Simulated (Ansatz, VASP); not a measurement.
## One calculation of P, two programs

```
CELL_PARAMETERS angstrom
2.52384 0.00000 0.06520
0.00000 2.56880 0.00000
0.10934 0.00000 4.64401
ATOMIC_POSITIONS crystal
P 0.01171 0.00000 0.25259
P 0.98829 0.00000 0.74741
```

Alike in both runs: task single point; functional PBE; k mesh 18 × 18 × 10; occupations gaussian, width 0.1 eV; no spin polarisation.

```csv
,VASP,Ansatz
version,VASP 6.6.1,Ansatz 0.2.0
potentials or method,"VASP PAW PBE potentials, release 64 (P), cutoff 520 eV","scalar-relativistic, plane waves, PAW"
valence electrons in the cell,10,10
```

|  | VASP | Ansatz | Ansatz less VASP |
| --- | --- | --- | --- |
| gap on the k mesh at the Fermi level (eV) | none | none | - |
| pressure (GPa) | -1.3 | -1.0 | +0.25 |
| traceless stress, the component that is largest in VASP (GPa) | 14.32 | 14.46 | +0.139 |
| rms of the force components (eV/Å) | 0.069 | 0.072 | +0.0035 |

Atom by atom the forces differ by 0.004 eV/Å (rms over components). A gap of «none» marks a metal or a gap that the smearing closes.
